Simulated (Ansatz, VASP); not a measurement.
# Two plane-wave programs on Sr

The input INCAR:

```
PREC     = Accurate       # precision mode
ENCUT    = 520            # plane-wave cutoff, eV
EDIFF    = 1E-6           # SCF threshold, eV
ISMEAR   = -1             # smearing method
SIGMA    = 0.1            # smearing width, eV
LREAL    = F              # projectors in reciprocal space
LASPH    = T              # aspherical terms in the spheres
NELM     = 60             # most SCF steps
ALGO     = Normal         # electronic algorithm
ISIF     = 2              # what is computed and relaxed
LWAVE    = F              # write WAVECAR
LCHARG   = F              # write CHGCAR
GGA      = RE             # functional
NBANDS   = 28             # bands
```

KPOINTS

```
regular mesh
0
Gamma
  10 10 3
```

The input POSCAR:

```
Sr
1.0
    4.5025553281      0.0000000000      0.0000000000
   -2.2512776640      3.8993272961      0.0000000000
    0.0000000000      0.0000000000     14.7391308470
Sr
4
Direct
    1.0000000000      1.0000000000      1.0000000000
    0.0000000000      0.0000000000      0.5000000000
    0.3333333333      0.6666666667      0.2500000000
    0.6666666667      0.3333333333      0.7500000000
```

Input for Ansatz:

```yaml
crystal:
  lattice:
    - [4.5025553281, 0.0, 0.0]
    - [-2.251277664, 3.8993272961, 0.0]
    - [0.0, 0.0, 14.739130847]
  atoms:
    - { symbol: Sr, position: [1.0, 1.0, 1.0] }
    - { symbol: Sr, position: [0.0, 0.0, 0.5] }
    - { symbol: Sr, position: [0.3333333333, 0.6666666667, 0.25] }
    - { symbol: Sr, position: [0.6666666667, 0.3333333333, 0.75] }
hamiltonian:
  xc: revpbe
  pseudopotentials:
    kind: paw
    azcp:
      Sr: "pseudopotentials/Sr.paw.azcp"
basis:
  ecutwfc: 420
  fft_grid_basis: typed
kpoints:
  mp_grid: { grid: [10, 10, 3], shift: [0, 0, 0] }
magnetization:
  spin_polarized: false
scf:
  occupations: { method: fermi_dirac, width: 0.1 }
  lower_state_search: "off"
output:
  stress: true
```

Alike in both runs: task single point; functional revPBE; k mesh 10 × 10 × 3; occupations fermi-dirac, width 0.1 eV; no spin polarisation.

|  | VASP | Ansatz |
| --- | --- | --- |
| version | VASP 6.6.1 | Ansatz 0.2.0 |
| potentials or method | VASP PAW PBE potentials, release 64 (Sr_sv), cutoff 520 eV | plane waves (420 eV) with PAW, scalar-relativistic |
| valence electrons in the cell | 40 | 40 |

|  | VASP | Ansatz | Ansatz less VASP |
| --- | --- | --- | --- |
| pressure (GPa) | -1.0 | -1.0 | 0.00 |

VASP's potentials were made for PBE, not for revPBE. The functional is the same, so the differences come from potentials, cutoffs and numerics.
